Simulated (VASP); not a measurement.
The system is C.

```
C
1.0
     0.00000    1.79518    1.79518
     1.79518    0.00000    1.79518
     1.79518    1.79518    0.00000
C
2
Direct
  0.75000 0.75000 0.75000
  0.50000 0.50000 0.50000
```

Base run:

```yaml
Program: VASP 6.6.1
Functional: HSE06
Potentials_or_basis: VASP PAW PBE potentials, release 64 (C)
Cutoff: 520 eV
k_mesh: 8 × 8 × 8
Occupations: fermi-dirac, width 0.05 eV
Spin: no spin polarisation
```

Its results: band gap on the k mesh 5.23 eV (least direct gap 6.91 eV); pressure -15.8 GPa.

Question: The run is repeated on the same cell with these changes: functional from HSE06 to PBEsol-based global hybrid with 25 % exact exchange; k mesh from 8 × 8 × 8 to 7 × 7 × 7. What comes out?

Answer: Band gap on the k mesh 6.03 eV (least direct gap 7.63 eV); pressure -20.1 GPa.

Several settings changed at once.

Caveats: some runs use coarse meshes; the PAW data sets were made with another functional, which shifts forces and pressure a little; the cell stands under tension (at least some runs); an odd mesh through Γ misses points on the zone boundary, where band edges can lie (at least some runs).
